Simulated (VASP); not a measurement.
Runs of VASP 6.6.1 on RbFeCl3. It takes space group Pm-3m (No. 221, cubic). Conventional cell: a = 4.930 Å, b = 4.930 Å, c = 4.930 Å, α = 90.00°, β = 90.00°, γ = 90.00°. Within 4.6 Å of Rb (site symmetry m-3m) lie 12 Cl at 3.49 Å and 8 Fe at 4.27 Å. Within 3.3 Å of Fe (site symmetry m-3m) lie 6 Cl at 2.47 Å. Cl (site symmetry 4/mmm) has 2 Fe at 2.47 Å within 3.3 Å. 

```csv
level,U,gap on the mesh (eV),pressure (GPa),moment (μB)
LDA,-,none,-3.7,3.99
LDA+U,Fe d U = 4.0 eV,none,(a),4.00
LDA+U,Fe d U = 2.0 eV,none,(b),4.00
LDA+U,Fe d U = 6.0 eV,none,-3.1,4.00
```

Alike in all rows: task single point; potentials or basis VASP PAW LDA potentials, release 64 (Rb_sv, Fe, Cl); spin collinear, ferromagnetic start; cell as given; k mesh 4 × 4 × 4; cutoff (eV) 520; smearing fermi-dirac 0.05 eV.

Problem. Fill in the values left out.

Solution. (a) -3.2; (b) -3.4.

Caveats: a cell with one magnetic atom can't hold antiferromagnetic order, which such compounds often take; semilocal functionals often make such compounds metallic where correlation or magnetic order opens a gap, which also shifts bond lengths (some runs).

A k mesh can miss the band edges, and the runs leave out spin-orbit coupling on Rb.

A gap of «none» marks levels without a gap at the run's occupations.
